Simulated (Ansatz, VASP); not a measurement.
Two plane-wave programs on ZnS

```
Zn S
1.0
     3.80865    0.00000    0.00000
    -1.90432    3.29838    0.00000
     0.00000    0.00000   12.46716
Zn S
4 4
Cartesian
  1.9043 1.0995 9.3511
  0.0000 2.1989 3.1175
  0.0000 0.0000 6.2348
  0.0000 0.0000 0.0012
  1.9043 1.0995 11.6891
  0.0000 2.1989 5.4555
  0.0000 0.0000 8.5681
  0.0000 0.0000 2.3345
```

Alike in both runs: functional r2SCAN; k mesh 6 × 6 × 2; occupations gaussian, width 0.02 eV; no spin polarisation.

Ansatz relaxed the structure, and its values are those at the end. VASP's run is a single point on that final structure, the one shown.

```csv
,VASP,Ansatz
version,VASP 6.6.1,Ansatz 0.2.0
potentials or method,"VASP PAW PBE potentials, release 64 (Zn, S), cutoff 520 eV","scalar-relativistic, plane waves, PAW"
valence electrons in the cell,72,72
```

VASP gave:

```
gap on the k mesh at the Fermi level (eV) : 2.75
least direct gap on the mesh (eV)         : 2.75
pressure (GPa)                            : 0.0
```

Question: Estimate Ansatz's values.

Answer: gap on the k mesh at the Fermi level (eV): 2.74; least direct gap on the mesh (eV): 2.74; pressure (GPa): 0.0.

VASP's potentials were made for PBE, not for r2SCAN.
